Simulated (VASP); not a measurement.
A run of VASP 6.6.1 is set up as follows.

Contents of INCAR:

```
ALGO = Normal
EDIFF = 1E-6
ENCUT = 520
GGA = PE
ISIF = 2
ISMEAR = 0
ISPIN = 2
LASPH = True
LCHARG = False
LDAU = True
LDAUJ = 0 0
LDAUL = 2 -1
LDAUPRINT = 1
LDAUTYPE = 2
LDAUU = 3.32 0
LMAXMIX = 4
LORBIT = 11
LREAL = False
LWAVE = False
MAGMOM = 2.88 0.24
NBANDS = 18
NELM = 150
PREC = Accurate
SIGMA = 0.02
```

The input KPOINTS:

```
k-points
0
Gamma
  12 12 12
```

The input POSCAR:

```
CoO
1.0
    1.5367472031      0.8872414114      2.4735053790
   -1.5367472031      0.8872414114      2.4735053790
    0.0000000000     -1.7744828228      2.4735053790
Co O
1 1
Direct
    0.0000000000      0.0000000000      0.0000000000
    0.5000000000      0.5000000000      0.5000000000
```

Potentials or basis: VASP PAW PBE potentials, release 64 (Co, O).

Launch:

```sh
$ cat potpaw_PBE.64/Co/POTCAR potpaw_PBE.64/O/POTCAR > POTCAR
$ mpirun -np 1 vasp_std > vasp.out
```

**Question.** Estimate the pressure.

**Answer.** -7.4 GPa.

**Question.** Predict the net moment.

**Answer.** 3.00 μB per cell.

**Question.** Estimate the site moments.

**Answer.** Co +2.73; O +0.25 μB.

**Question.** What does it give for the band gap on the k mesh?

**Answer.** Zero (filled and empty bands overlap).

Stress tensor (GPa, compression positive):
```
-7.23  0.00  0.00
 0.00 -7.23  0.00
 0.00  0.00 -7.80
```

Caveat: the cell stands under tension; a cell with one magnetic atom can't hold antiferromagnetic order, which such compounds often take. The state reached can hang on the start; a lower one may exist.
